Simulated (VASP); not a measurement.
## AlN: single point with LDA

The system is AlN.

```xyz
2
Lattice="0.0000 1.9930 1.9930 1.9930 0.0000 1.9930 1.9930 1.9930 0.0000" Properties=species:S:1:pos:R:3 pbc="T T T"
Al    1.9930    1.9930    1.9930
N     0.0000    0.0000    0.0000
```

This cell differs from its parent crystal: volume scaled by 0.94.

```json
{
  "Program": "VASP 6.6.1",
  "Task": "single point",
  "Functional": "LDA",
  "Potentials or basis": "VASP PAW LDA potentials, release 64 (Al, N)",
  "Cutoff": "520 eV",
  "k mesh": "11 × 11 × 11",
  "Occupations": "fermi-dirac, width 0.05 eV",
  "Spin": "no spin polarisation"
}
```

- Pressure: 6.1 GPa
- Band gap on the k mesh: 5.01 eV, indirect (least direct gap 6.41 eV)

Levels at points of the mesh, in eV from the valence-band top:
| k point | band 2 | band 3 | band 4 | band 5 | band 6 | band 7 |
| --- | --- | --- | --- | --- | --- | --- |
| (0.00, 0.00, 0.00) | 0.00 | 0.00 | 0.00 | 6.40 | 12.15 | 12.15 |

Run time: 3.1 s on 1 thread of Intel Xeon 6975P-C, with other jobs on the host, peak memory 0.12 GiB.

 A k mesh can miss the band edges.
